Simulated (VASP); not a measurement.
Input of a VASP 6.6.1 run:

File INCAR:

```
  PREC = Accurate
  ENCUT = 600
  EDIFF = 1E-6
  ISMEAR = 0
  SIGMA = 0.1
  LREAL = F
  LASPH = T
  NELM = 100
  ALGO = Normal
  ISIF = 3
  LWAVE = F
  LCHARG = F
  GGA = PE
  IBRION = 2
  NSW = 90
  EDIFFG = -0.04
```

Contents of KPOINTS:

```
Automatic mesh
0
Gamma
  6 6 6
```

File POSCAR:

```
Ga3BAs2
1.0
   -1.8390300182      3.7018581006      3.9453441887
    1.8390300182     -3.7018581006      3.9453441887
    1.8390300182      3.7018581006     -3.9453441887
Ga B As
3 1 2
Direct
    0.7669857516      0.2669857516      0.5000000000
    0.2330142484      0.7330142484      0.5000000000
    0.0000000000      0.0000000000      0.0000000000
    0.5000000000      0.0000000000      0.5000000000
    0.7139717616      0.5000000000      0.2139717616
    0.2860282384      0.5000000000      0.7860282384
```

Potentials or basis: VASP PAW PBE potentials, release 64 (Ga_d, B, As).

Launch:

```bash
$ cat potpaw_PBE.64/Ga_d/POTCAR potpaw_PBE.64/B/POTCAR potpaw_PBE.64/As/POTCAR > POTCAR
$ mpirun -np 1 vasp_std > vasp.out
```

Predict the relaxed volume.

18.15 Å³/atom.

Estimate the space group after relaxing (to 0.1 Å).

Immm (No. 71).

Estimate the band gap on the k mesh.

zero (bands 26 and 27 overlap by 2.30 eV).

Step by step:
```
step  energy change (eV)  largest force (eV/Å)  pressure (GPa)  volume (Å³)
   1              0.0000                0.1915            0.74       107.44
   2             -0.0070                0.1348           -0.10       108.72
   3             -0.0077                0.1109           -0.42       109.29
   4             -0.0119                0.0647           -0.28       109.06
   5             -0.0152                0.0835            0.04       108.65
   6             -0.0152                0.0848            0.14       108.61
   7             -0.0161                0.0273           -0.01       108.90
```
